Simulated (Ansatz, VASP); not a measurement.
**HfN in VASP and in Ansatz**

```xyz
2
Lattice="0.0000 2.2275 2.2275 2.2275 0.0000 2.2275 2.2275 2.2275 0.0000" Properties=species:S:1:pos:R:3 pbc="T T T"
Hf    0.0000    0.0000    0.0000
N     2.2275    2.2275    2.2275
```

Alike in both runs: task single point; functional PBE; k mesh 16 × 16 × 16; occupations gaussian, width 0.1 eV; no spin polarisation.

|  | VASP | Ansatz |
| --- | --- | --- |
| version | VASP 6.6.1 | Ansatz 0.2.0 |
| potentials or method | VASP PAW PBE potentials, release 64 (Hf_pv, N), cutoff 520 eV | scalar-relativistic, plane waves, PAW |
| valence electrons in the cell | 15 | 31 |

|  | VASP | Ansatz | Ansatz less VASP |
| --- | --- | --- | --- |
| gap on the k mesh at the Fermi level (eV) | none | none | - |
| pressure (GPa) | 16.1 | 18.6 | +2.50 |

A gap of «none» marks a metal or a gap that the smearing closes. The functional is the same, so the differences come from potentials, cutoffs and numerics. VASP's potentials hold 15 valence electrons a cell and Ansatz's 31, so a difference there can come from the potentials and not from the codes.

Neither program's run includes spin-orbit coupling.
